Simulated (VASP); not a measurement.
Nb:

```
CELL_PARAMETERS angstrom
0.00000 2.11500 2.11500
2.11500 0.00000 2.11500
2.11500 2.11500 0.00000
ATOMIC_POSITIONS crystal
Nb 0.00000 0.00000 0.00000
```

This isn't the form of Nb at room conditions, which is bcc.

Base run:

| Item | Value |
| --- | --- |
| Program | VASP 6.6.1 |
| Functional | PBEsol |
| Potentials or basis | VASP PAW PBE potentials, release 64 (Nb_sv) |
| Cutoff | 500 eV |
| k mesh | 11 × 11 × 11 |
| Occupations | fermi-dirac, width 0.1 eV |
| Spin | no spin polarisation |

Its results: band gap on the k mesh zero (an odd number of electrons rules out a gap without spin polarisation); pressure -7.4 GPa.

Task: The run is repeated on the same cell with these changes: functional from PBEsol to PBE0; cutoff from 500 eV to 400 eV; k mesh from 11 × 11 × 11 to 7 × 7 × 7. What comes out?

Result: Band gap on the k mesh zero (an odd number of electrons rules out a gap without spin polarisation); pressure -6.1 GPa.

Several settings changed at once.

Caveats: some runs use coarse meshes; the PAW data sets were made with another functional, which shifts forces and pressure a little; the cell stands under tension (at least some runs).
